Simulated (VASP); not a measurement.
# Sn (I4_1/amd) in VASP: a series of runs

Runs on Sn. Level: PBE. Tasks: single point.

Program: VASP 6.6.1. These are calculated values, not measurements. Logs are shortened: lines on timing, memory, paths and dates and some standing lists are left out, and cuts for length are marked.

## 1. The cell of the first run

The structure is tetragonal, space group I4_1/amd (No. 141). Conventional cell: a = 5.648 Å, b = 5.648 Å, c = 3.044 Å, α = 90.00°, β = 90.00°, γ = 90.00°. Sn (site symmetry -4m2) has 10 Sn at 2.92 to 3.63 Å within 3.9 Å.

## 2. Single point, PBE

The input, INCAR:

```
PREC = Accurate ; ENCUT = 520
EDIFF = 1E-6 ; ISMEAR = 0
SIGMA = 0.1 ; LREAL = False
LASPH = True ; NELM = 60
ALGO = Fast ; ISIF = 2
LWAVE = False ; LCHARG = False
GGA = PE ; NBANDS = 21
```

The input, KPOINTS:

```
Automatic mesh
0
Gamma
  16 16 16
```

The input, POSCAR:

```
Sn
1.0
   -2.8240977520      2.8240977520      1.5221449446
    2.8240977520     -2.8240977520      1.5221449446
    2.8240977520      2.8240977520     -1.5221449446
Sn
2
Direct
    0.0000000000      0.0000000000      0.0000000000
    0.7500000000      0.2500000000      0.5000000000
```

Potentials or basis: VASP PAW PBE potentials, release 64 (Sn_d).

Started as:

```console
cat potpaw_PBE.64/Sn_d/POTCAR > POTCAR
mpirun -np 1 vasp_std > vasp.out
```

OUTCAR:

```text
PREC = Accurate
   ENCUT = 520
   EDIFF = 1E-6
   ISMEAR = 0
   LREAL = False
   LASPH = True
   NELM = 60
   ISIF = 2
   GGA = PE

 ion  position               nearest neighbor table
   1  0.000  0.000  0.000-   2 2.92   2 2.92   2 2.92   2 2.92   2 3.63   2 3.63   2 3.63   2 3.63

   2  0.750  0.250  0.500-   1 2.92   1 2.92   1 2.92   1 2.92   1 3.63   1 3.63   1 3.63   1 3.63

  LATTYP: Found a body centered tetragonal cell.
 ALAT       =     5.6481955040
 C/A-ratio  =     0.5389845105

  Lattice vectors:

 A1 = (  -2.8240977520,   2.8240977520,   1.5221449446)
 A2 = (   2.8240977520,  -2.8240977520,   1.5221449446)
 A3 = (   2.8240977520,   2.8240977520,  -1.5221449446)

Analysis of symmetry for initial positions (statically):
=====================================================================
 Subroutine PRICEL returns:
 Original cell was already a primitive cell.

 Routine SETGRP: Setting up the symmetry group for a
 body centered tetragonal supercell.

 Subroutine GETGRP returns: Found 16 space group operations
 (whereof  8 operations were pure point group operations)
 out of a pool of 16 trial point group operations.

The static configuration has the point symmetry D_2d.
 The point group associated with its full space group is D_4h.

Analysis of symmetry for dynamics (positions and initial velocities):
=====================================================================
 Subroutine PRICEL returns:
 Original cell was already a primitive cell.

 Routine SETGRP: Setting up the symmetry group for a
 body centered tetragonal supercell.

 Subroutine GETGRP returns: Found 16 space group operations
 (whereof  8 operations were pure point group operations)
 out of a pool of 16 trial point group operations.

The dynamic configuration has the point symmetry D_2d.
 The point group associated with its full space group is D_4h.

 Subroutine INISYM returns: Found 16 space group operations
 (whereof  8 operations are pure point group operations),
 and found     1 'primitive' translations

----------------------------------------------------------------------------------------

                                     Primitive cell

  volume of cell :      48.5596

  direct lattice vectors                    reciprocal lattice vectors
    -2.824097752  2.824097752  1.522144945     0.000000000  0.177047696  0.328483829
     2.824097752 -2.824097752  1.522144945     0.177047696  0.000000000  0.328483829
     2.824097752  2.824097752 -1.522144945     0.177047696  0.177047696  0.000000000

  length of vectors
     4.274105925  4.274105925  4.274105925     0.373158830  0.373158830  0.250383253

  position of ions in fractional coordinates (direct lattice)
     0.000000000  0.000000000  0.000000000
     0.750000000  0.250000000  0.500000000

  ion indices of the primitive-cell ions
   primitive index   ion index
                 1           1
                 2           2

----------------------------------------------------------------------------------------

 KPOINTS: Automatic mesh

Automatic generation of k-mesh.
 Grid dimensions read from file:
 generate k-points for:   16   16   16

 Generating k-lattice:

  Cartesian coordinates                     Fractional coordinates (reciprocal lattice)
     0.000000000  0.011065481  0.020530239     0.062500000 -0.000000000  0.000000000
     0.011065481  0.000000000  0.020530239    -0.000000000  0.062500000  0.000000000
     0.011065481  0.011065481  0.000000000     0.000000000  0.000000000  0.062500000

  Length of vectors
     0.023322427  0.023322427  0.015648953

  Shift w.r.t. Gamma in fractional coordinates (k-lattice)
     0.000000000  0.000000000  0.000000000

 Subroutine IBZKPT returns following result:
 ===========================================

 Found    349 irreducible k-points:

 Following reciprocal coordinates:
            Coordinates               Weight
  0.000000  0.000000  0.000000      1.000000
  0.062500  0.000000  0.000000      8.000000
  0.125000  0.000000  0.000000      8.000000
  0.187500  0.000000 -0.000000      8.000000
  0.250000  0.000000  0.000000      8.000000
  0.312500  0.000000  0.000000      8.000000
[... 16 lines left out ...]
 -0.125000  0.062500  0.000000     16.000000
 -0.062500  0.062500  0.000000      4.000000
 [... further k-points ...]
   k-points           NKPTS =    349   k-points in BZ     NKDIM =    349   number of bands    NBANDS=     21
   number of dos      NEDOS =    301   number of ions     NIONS =      2
   total plane-waves  NPLWV =  32768
   dimension x,y,z NGX =    32 NGY =   32 NGZ =   32
   dimension x,y,z NGXF=    64 NGYF=   64 NGZF=   64
   ions per type =               2
   NGX,Y,Z   is equivalent  to a cutoff of  12.45, 12.45, 12.45 a.u.
   NGXF,Y,Z  is equivalent  to a cutoff of  24.89, 24.89, 24.89 a.u.
 SYSTEM =  unknown system
   PREC   = accura    normal or accurate (medium, high low for compatibility)
   ISTART =      0    job   : 0-new  1-cont  2-samecut
   ICHARG =      2    charge: 1-file 2-atom 10-const
   ISPIN  =      1    spin polarized calculation?
   LNONCOLLINEAR =      F non collinear calculations
   LSORBIT =      F    spin-orbit coupling
   LASPH  =      T    aspherical Exc in radial PAW
   ENCUT  =  520.0 eV  38.22 Ry    6.18 a.u.   7.95  7.95  7.95*2*pi/ulx,y,z
   NELM   =     60;   NELMIN=  2; NELMDL= -5     # of ELM steps
   EDIFF  = 0.1E-05   stopping-criterion for ELM
   LREAL  =      F    real-space projection
   EDIFFG = 0.1E-04   stopping-criterion for IOM
   NSW    =      0    number of steps for IOM
   IBRION =     -1    ionic relax: 0-MD 1-quasi-New 2-CG
   NFREE  =      0    steps in history (QN), initial steepest desc. (CG)
   ISIF   =      2    stress and relaxation
   ISYM   =      2    0-nonsym 1-usesym 2-fastsym
   POTIM  = 0.5000    time-step for ionic-motion
   TEBEG  =    0.0;   TEEND  =   0.0 temperature during run
   PSTRESS=    0.0 pullay stress
   NELECT =      28.0000    total number of electrons
   NUPDOWN=      -1.0000    fix difference up-down
   EMIN   =  10.00;   EMAX   =-10.00  energy-range for DOS
   EFERMI =   0.00;   METHOD = LEGACY
   ISMEAR =     0;   SIGMA  =   0.10  broadening in eV -4-tet -1-fermi 0-gaus
   EFERMI_NEDOS =   21; number of points for ismear=-14 and -15
   IALGO  =     68    algorithm
   IMIX   =      4    mixing-type and parameters
     AMIX     =   0.40;   BMIX     =  1.00
     AMIX_MAG =   1.60;   BMIX_MAG =  1.00
  volume/ion in A,a.u.               =      24.28       163.85
  Fermi-wavevector in a.u.,A,eV,Ry     =   1.362602  2.574944 25.261723  1.856684
  Thomas-Fermi vector in A             =   2.489077
   LORBIT       =      0    0 simple, 1 ext, 2 COOP (PROOUT), +10 PAW based schemes
   GGA     = PE    functional components
   LHFCALC =     F    Hartree Fock is set to
   AEXX    =    0.0000 exact exchange contribution
   IVDW    =     0    specifies the selected vdW correction
   LEPSILON=     F    determine dielectric tensor
   LRPA    =     F    only Hartree local field effects (RPA)
 non-spin polarized calculation
 RMM-DIIS sequential band-by-band and
 Gauss-broadening in eV      SIGMA  =   0.10
  energy-cutoff  :      520.00
  volume of cell :       48.56
 maximum number of plane-waves:      1334
   NGX = 15   NGY = 15   NGZ = 15

 number of electron      28.0000001 magnetization

 Free energy of the ion-electron system (eV)
  ---------------------------------------------------
  ext. energy  EPLUGINS =         0.00000000
  ---------------------------------------------------
  free energy    TOTEN  =        -7.37499630 eV

  energy without entropy =       -7.37113735  energy(sigma->0) =       -7.37306683

 E-fermi :   9.4515     XC(G=0): -10.8403

 val. band max:        9.4487145460   @ k =   0.5000   0.1250   0.0625
 cond. band min:       9.4541302826   @ k =   0.4375   0.1875  -0.0000
 fundamental gap:      0.0054157366
 Fermi energy:         9.4514763036

 k-point     1 :       0.0000    0.0000    0.0000
  band No.  band energies     occupation
      1     -12.4217      2.00000
      2     -12.3167      2.00000
      3     -12.2606      2.00000
      4     -12.2499      2.00000
      5     -12.0190      2.00000
      6     -12.0190      2.00000
[... 13 lines left out ...]
     20      19.7376      0.00000
     21      20.4920      0.00000

 k-point     2 :       0.0625    0.0000    0.0000
  band No.  band energies     occupation
      1     -12.4184      2.00000
      2     -12.3051      2.00000
      3     -12.2564      2.00000
      4     -12.2358      2.00000
      5     -12.0290      2.00000
      6     -12.0281      2.00000
[... 13 lines left out ...]
     20      19.5934      0.00000
     21      19.6952      0.00000

 k-point     3 :       0.1250    0.0000    0.0000
  band No.  band energies     occupation
      1     -12.4083      2.00000
      2     -12.2727      2.00000
      3     -12.2445      2.00000
      4     -12.1980      2.00000
      5     -12.0511      2.00000
      6     -12.0434      2.00000
[... 13 lines left out ...]
     20      18.4848      0.00000
     21      18.5072      0.00000

 k-point     4 :       0.1875    0.0000   -0.0000
  band No.  band energies     occupation
      1     -12.3919      2.00000
      2     -12.2287      2.00000
      3     -12.2266      2.00000
      4     -12.1528      2.00000
      5     -12.0792      2.00000
      6     -12.0494      2.00000
[... 13 lines left out ...]
     20      17.5969      0.00000
     21      18.1141      0.00000

 k-point     5 :       0.2500    0.0000    0.0000
  band No.  band energies     occupation
      1     -12.3721      2.00000
      2     -12.2066      2.00000
      3     -12.1908      2.00000
      4     -12.1327      2.00000
      5     -12.1074      2.00000
      6     -12.0443      2.00000
[... 13 lines left out ...]
     20      16.8956      0.00000
     21      18.4916      0.00000
[... 382 lines left out ...]
     20      17.9372      0.00000
     21      18.1397      0.00000

 k-point    22 :      -0.1875    0.0625    0.0000
  band No.  band energies     occupation
      1     -12.3963      2.00000
      2     -12.2755      2.00000
      3     -12.2340      2.00000
      4     -12.2075      2.00000
      5     -12.0499      2.00000
      6     -12.0348      2.00000
[... 13 lines left out ...]
     20      18.5192      0.00000
     21      18.9442      0.00000

 k-point    23 :      -0.1250    0.0625    0.0000
  band No.  band energies     occupation
      1     -12.4098      2.00000
      2     -12.3066      2.00000
      3     -12.2489      2.00000
      4     -12.2410      2.00000
      5     -12.0305      2.00000
      6     -12.0234      2.00000
[... 13 lines left out ...]
     20      19.6953      0.00000
     21      19.9383      0.00000

 k-point    24 :      -0.0625    0.0625    0.0000
  band No.  band energies     occupation
      1     -12.4173      2.00000
      2     -12.3174      2.00000
      3     -12.2567      2.00000
      4     -12.2524      2.00000
      5     -12.0211      2.00000
      6     -12.0168      2.00000
[... 13 lines left out ...]
     20      20.0190      0.00000
     21      20.5161      0.00000

 [... further k-points ...]

------------------------ aborting loop because EDIFF is reached ----------------------------------------

  FORCE on cell =-STRESS in cart. coord.  units (eV):
  Direction    XX          YY          ZZ          XY          YZ          ZX
  --------------------------------------------------------------------------------------
  -------------------------------------------------------------------------------------
  Total        3.2973679      3.2973679      3.2925309      0.0000000      0.0000000      0.0000000
  in kB      108.7933973    108.7933973    108.6338058      0.0000000      0.0000000      0.0000000
  external PRESSURE =     108.7402001 kB  Pullay stress =       0.0000000 kB

 VOLUME and BASIS-vectors are now :
 -----------------------------------------------------------------------------
  energy-cutoff  :      520.00
  volume of cell :       48.56
      direct lattice vectors                 reciprocal lattice vectors
    -2.824097752  2.824097752  1.522144945     0.000000000  0.177047696  0.328483829
     2.824097752 -2.824097752  1.522144945     0.177047696  0.000000000  0.328483829
     2.824097752  2.824097752 -1.522144945     0.177047696  0.177047696  0.000000000

 POSITION                                       TOTAL-FORCE (eV/Angst)
 -----------------------------------------------------------------------------------
      0.00000      0.00000      0.00000         0.000000     -0.000000     -0.000000
      0.00000      2.82410      0.76107        -0.000000      0.000000      0.000000
 -----------------------------------------------------------------------------------
    total drift:                                0.000000     -0.000000      0.000000

  FREE ENERGIE OF THE ION-ELECTRON SYSTEM (eV)
  ---------------------------------------------------
  free  energy   TOTEN  =        -7.3749963035 eV

  energy  without entropy=       -7.3711373505  energy(sigma->0) =       -7.37306683
```

Run time: 1.9 min. Hardware: 1 thread of Intel Xeon 6975P-C (Granite Rapids), shared host; peak memory 0.39 GiB.

Results:

* Free energy: -7.3750 eV
* Pressure: 10.9 GPa
* Band gap on the k mesh: zero (bands 14 and 15 overlap by 4.91 eV)

Caveat: the cell stands under pressure; spin-orbit coupling is left out, which moves the levels of the heavy elements.

## 3. Single point, PBE

The input, INCAR:

```
SYSTEM = Sn
PREC     = Accurate       ! precision mode
ENCUT    = 520            ! plane-wave cutoff, eV
EDIFF    = 1E-6           ! SCF threshold, eV
ISMEAR   = -1             ! smearing method
SIGMA    = 0.15           ! smearing width, eV
LREAL    = .FALSE.        ! projectors in reciprocal space
LASPH    = .TRUE.         ! aspherical terms in the spheres
NELM     = 100            ! most SCF steps
ALGO     = Fast           ! electronic algorithm
ISIF     = 2              ! what is computed and relaxed
LWAVE    = .FALSE.        ! write WAVECAR
LCHARG   = .FALSE.        ! write CHGCAR
GGA      = PE             ! functional
NBANDS   = 21             ! bands
```

The input, KPOINTS:

```
Automatic mesh
0
G
  16 16 16
  0 0 0
```

The input, POSCAR:

```
Sn
1.0
   -2.8258532855      2.8258532855      1.5219405044
    2.8258532855     -2.8258532855      1.5219405044
    2.8258532855      2.8258532855     -1.5219405044
Sn
2
Direct
    0.0000000000      0.0000000000      0.0000000000
    0.7500000000      0.2500000000      0.5000000000
```

Potentials or basis: VASP PAW PBE potentials, release 64 (Sn_d).

Started as:

```console
cat potpaw_PBE.64/Sn_d/POTCAR > POTCAR
mpirun -np 1 vasp_std > vasp.out
```

OUTCAR:

```text
SYSTEM = Sn
   PREC = Accurate
   ENCUT = 520
   EDIFF = 1E-6
   ISMEAR = -1
   LREAL = .FALSE.
   LASPH = .TRUE.
   NELM = 100
   ISIF = 2
   GGA = PE

 ion  position               nearest neighbor table
   1  0.000  0.000  0.000-   2 2.93   2 2.93   2 2.93   2 2.93   2 3.63   2 3.63   2 3.63   2 3.63

   2  0.750  0.250  0.500-   1 2.93   1 2.93   1 2.93   1 2.93   1 3.63   1 3.63   1 3.63   1 3.63

  LATTYP: Found a body centered tetragonal cell.
 ALAT       =     5.6517065710
[... 769 lines left out ...]
------------------------ aborting loop because EDIFF is reached ----------------------------------------

  FORCE on cell =-STRESS in cart. coord.  units (eV):
  Direction    XX          YY          ZZ          XY          YZ          ZX
  --------------------------------------------------------------------------------------
  -------------------------------------------------------------------------------------
  Total        3.3015656      3.3015656      3.2961863      0.0000000      0.0000000      0.0000000
  in kB      108.8112063    108.8112063    108.6339202      0.0000000      0.0000000      0.0000000
  external PRESSURE =     108.7521110 kB  Pullay stress =       0.0000000 kB

 VOLUME and BASIS-vectors are now :
 -----------------------------------------------------------------------------
  energy-cutoff  :      520.00
  volume of cell :       48.61
      direct lattice vectors                 reciprocal lattice vectors
    -2.825853286  2.825853286  1.521940504     0.000000000  0.176937707  0.328527954
     2.825853286 -2.825853286  1.521940504     0.176937707  0.000000000  0.328527954
     2.825853286  2.825853286 -1.521940504     0.176937707  0.176937707  0.000000000

 POSITION                                       TOTAL-FORCE (eV/Angst)
 -----------------------------------------------------------------------------------
      0.00000      0.00000      0.00000        -0.000000      0.000000      0.000000
     -0.00000      2.82585      0.76097         0.000000     -0.000000     -0.000000
 -----------------------------------------------------------------------------------
    total drift:                                0.000000     -0.000000      0.000000

  FREE ENERGIE OF THE ION-ELECTRON SYSTEM (eV)
  ---------------------------------------------------
  free  energy   TOTEN  =        -7.4058867084 eV

  energy  without entropy=       -7.3462141051  energy(sigma->0) =       -7.37605041
```

OSZICAR:

```text
N       E                     dE             d eps       ncg     rms          rms(c)
DAV:   1     0.222580577930E+03    0.22258E+03   -0.14328E+04 14950   0.216E+03
DAV:   2     0.151109359814E+02   -0.20747E+03   -0.20293E+03 14733   0.459E+02
DAV:   3    -0.674655105275E+01   -0.21857E+02   -0.21658E+02 16865   0.134E+02
DAV:   4    -0.741291854263E+01   -0.66637E+00   -0.66576E+00 16791   0.258E+01
DAV:   5    -0.743928385833E+01   -0.26365E-01   -0.26364E-01 20413   0.481E+00    0.291E+00
RMM:   6    -0.741453323542E+01    0.24751E-01   -0.29448E-02 17987   0.211E+00    0.169E+00
RMM:   7    -0.740578909883E+01    0.87441E-02   -0.24164E-02 17986   0.184E+00    0.158E-01
RMM:   8    -0.740574313153E+01    0.45967E-04   -0.39955E-03 19808   0.672E-01    0.617E-02
RMM:   9    -0.740587486291E+01   -0.13173E-03   -0.12599E-03 23942   0.273E-01    0.343E-02
RMM:  10    -0.740588191863E+01   -0.70557E-05   -0.83910E-05 19905   0.967E-02    0.167E-02
RMM:  11    -0.740588619743E+01   -0.42788E-05   -0.38807E-05 22085   0.585E-02    0.723E-03
RMM:  12    -0.740588670839E+01   -0.51097E-06   -0.82540E-06 16300   0.234E-02
   1 F= -.74058867E+01 E0= -.73760504E+01  d E =-.596726E-01
```

stdout:

```text
POSCAR found type information on POSCAR Sn
 POSCAR found :  1 types and       2 ions
 scaLAPACK will be used
 LDA part: xc-table for (Slater+PW92), standard interpolation
 POSCAR, INCAR and KPOINTS ok, starting setup
 FFT: planning ... GRIDC
 FFT: planning ... GRID_SOFT
 FFT: planning ... GRID
 WAVECAR not read
 entering main loop
WARNING in EDDRMM: call to ZHEGV failed, returncode =   6  3     19
WARNING in EDDRMM: call to ZHEGV failed, returncode =   8  4     21
WARNING in EDDRMM: call to ZHEGV failed, returncode =   8  4     20
WARNING in EDDRMM: call to ZHEGV failed, returncode =   8  4     17
WARNING in EDDRMM: call to ZHEGV failed, returncode =   6  3     19
WARNING in EDDRMM: call to ZHEGV failed, returncode =   6  3     18
WARNING in EDDRMM: call to ZHEGV failed, returncode =   8  4     19
```

It took 1.8 min on 1 thread of Intel Xeon 6975P-C (Granite Rapids), shared host; peak memory 0.39 GiB.

Results:

```yaml
Free_energy: -7.4059 eV
Pressure: 10.9 GPa
Band_gap_on_the_k_mesh: zero (bands 14 and 15 overlap by 4.89 eV)
```

Levels at points of the mesh, in eV from the Fermi level:
```tsv
k point	band 11	band 12	band 13	band 14	band 15	band 16	band 17	band 18
(0.00, 0.00, 0.00)	-12.02	-3.43	-2.35	-2.35	2.74	6.67	6.67	7.82
(0.50, 0.00, 0.00)	-7.10	-5.80	-2.22	-2.02	-1.32	2.14	3.10	5.21
(0.50, 0.50, 0.00)	-9.57	-9.57	0.50	0.50	1.69	1.69	6.68	6.68
(0.50, 0.50, 0.50)	-7.93	-7.93	-5.50	-5.50	5.64	5.64	10.33	10.33
```

Caveat: the cell stands under pressure; spin-orbit coupling is left out, which moves the levels of the heavy elements.
